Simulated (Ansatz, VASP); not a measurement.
# ZrIn2F6 in VASP and in Ansatz

```
CELL_PARAMETERS angstrom
5.55254 0.00000 0.00000
0.00000 5.55254 0.00000
0.00000 0.00000 3.92624
ATOMIC_POSITIONS crystal
Zr 0.00000 0.00000 0.00000
In 0.50000 0.00000 0.50000
In 0.00000 0.50000 0.50000
F 0.24475 0.75525 0.00000
F 0.24475 0.24475 0.00000
F 0.00000 0.00000 0.50000
F 0.75525 0.24475 0.00000
F 0.75525 0.75525 0.00000
F 0.50000 0.50000 0.50000
```

Alike in both runs: task relaxation of cell and atoms; functional PBE; k mesh 4 × 4 × 4; occupations gaussian, width 0.1 eV; no spin polarisation.

|  | VASP | Ansatz |
| --- | --- | --- |
| version | VASP 6.6.1 | Ansatz 0.2.0 |
| potentials or method | VASP PAW PBE potentials, release 64 (Zr_sv, In_d, F), cutoff 600 eV | scalar-relativistic, plane waves, PAW |
| valence electrons in the cell | 80 | 80 |

|  | VASP | Ansatz | Ansatz less VASP |
| --- | --- | --- | --- |
| gap on the k mesh at the Fermi level, each at its own relaxed structure (eV) | 1.13 | 1.14 | +0.008 |
| relaxed volume (Å³/atom) | 18.76 | 19.20 | +0.439 |
| relaxed length of the cell vector where the two differ most in proportion (Å) | 6.172 | 6.234 | +0.0621 |

Noted on VASP's run: the volume moved by over 15 % at a fixed basis, so the end points are rough.
